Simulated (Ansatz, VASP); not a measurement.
## Two plane-wave programs on CaO

The input INCAR:

```
SYSTEM = CaO
PREC = Accurate
ENCUT = 520
EDIFF = 1E-7
ISMEAR = 0
SIGMA = 0.02
LREAL = .False.
LASPH = .True.
NELM = 80
ALGO = Normal
ISIF = 2
LWAVE = .False.
LCHARG = .False.
GGA = PE
NBANDS = 15
```

Contents of KPOINTS:

```
Automatic mesh
0
Gamma
  8 8 8
  0 0 0
```

File POSCAR:

```
CaO
1.0
    0.0000000000      2.4624220443      2.4624220443
    2.4624220443      0.0000000000      2.4624220443
    2.4624220443      2.4624220443      0.0000000000
Ca O
1 1
Direct
    0.0000000000      0.0000000000      0.0000000000
    0.5000000000      0.5000000000      0.5000000000
```

Input for Ansatz:

```yaml
crystal:
  lattice:
    - [0.0, 2.4624220443, 2.4624220443]
    - [2.4624220443, 0.0, 2.4624220443]
    - [2.4624220443, 2.4624220443, 0.0]
  atoms:
    - { symbol: Ca, position: [0.0, 0.0, 0.0] }
    - { symbol: O, position: [0.5, 0.5, 0.5] }
basis:
  ecutwfc: 420
kpoints:
  mp_grid: { grid: [8, 8, 8] }
hamiltonian:
  xc: pbe
scf:
  occupations: { method: gaussian, width: 0.02 }
output:
  forces: true
  stress: true
  eigenvalues: true
```

Alike in both runs: task single point; functional PBE; k mesh 8 × 8 × 8; occupations gaussian, width 0.02 eV; no spin polarisation.

```csv
,VASP,Ansatz
version,VASP 6.6.1,Ansatz 0.2.0
potentials or method,"VASP PAW PBE potentials, release 64 (Ca_sv, O), cutoff 520 eV","scalar-relativistic, plane waves, PAW"
valence electrons in the cell,16,16
```

Ansatz gave:

| Item | Value |
| --- | --- |
| gap on the k mesh at the Fermi level (eV) | 3.66 |
| least direct gap on the mesh (eV) | 4.04 |
| pressure (GPa) | -5.4 |

**Question.** Which values does VASP return?

**Answer.** gap on the k mesh at the Fermi level (eV): 3.64; least direct gap on the mesh (eV): 4.03; pressure (GPa): -5.0.

With one functional, cell and mesh, what is left measures potentials, basis and numerics.
